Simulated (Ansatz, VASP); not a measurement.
Ag: VASP beside Ansatz

INCAR

```
SYSTEM = Ag
PREC = Accurate ; ENCUT = 600
EDIFF = 1E-7 ; ISMEAR = -1
SIGMA = 0.1 ; LREAL = .FALSE.
LASPH = .TRUE. ; NELM = 100
ALGO = Normal ; ISIF = 3
LWAVE = .FALSE. ; LCHARG = .FALSE.
IBRION = 2 ; NSW = 80
EDIFFG = -0.01
```

File KPOINTS:

```
regular mesh
0
G
  12 12 12
  0 0 0
```

The input POSCAR:

```
Ag
1.0
    2.6410353091      0.0000000000      0.0000000000
    0.0000000000      2.6410353091      0.0000000000
    0.0000000000      0.0000000000      2.6410353091
Ag
1
Direct
    0.0000000000      0.0000000000      0.0000000000
```

Input for Ansatz:

```yaml
crystal:
  lattice:
    - [2.6410353091, 0.0, 0.0]
    - [0.0, 2.6410353091, 0.0]
    - [0.0, 0.0, 2.6410353091]
  atoms:
    - { symbol: Ag, position: [0.0, 0.0, 0.0] }
hamiltonian:
  xc: lda
  pseudopotentials:
    kind: paw
    azcp:
      Ag: "pseudopotentials/Ag.paw.azcp"
basis:
  ecutwfc: 420
  fft_grid_basis: typed
kpoints:
  mp_grid: { grid: [12, 12, 12], shift: [0, 0, 0] }
magnetization:
  spin_polarized: false
scf:
  occupations: { method: fermi_dirac, width: 0.1 }
relax:
  max_steps: 60
  f_tol: 0.01
  cell: {}
output:
  write_density: true
  write_potential: true
  elf: true
  volumetric_format: npy
```

Alike in both runs: task relaxation of cell and atoms; functional LDA; k mesh 12 × 12 × 12; occupations fermi-dirac, width 0.1 eV; no spin polarisation.

|  | VASP | Ansatz |
| --- | --- | --- |
| version | VASP 6.6.1 | Ansatz 0.2.0 |
| potentials or method | VASP PAW LDA potentials, release 64 (Ag), cutoff 600 eV | plane waves (420 eV) with PAW, scalar-relativistic |
| valence electrons in the cell | 11 | 19 |

Ansatz gave:

* relaxed volume (Å³/atom): 18.55
* relaxed cell length with the largest relative difference (Å): 2.647

Task: What did VASP give for the same quantities?

Result: Relaxed volume (Å³/atom): 18.56; relaxed cell length with the largest relative difference (Å): 2.648.

Ansatz warns that its potentials were made for another functional, while VASP's fit it. LDA's correlation is that of Perdew and Zunger in VASP and of Perdew and Wang (1992) in Ansatz. VASP's potentials hold 11 valence electrons a cell and Ansatz's 19, so a difference there can come from the potentials and not from the codes.
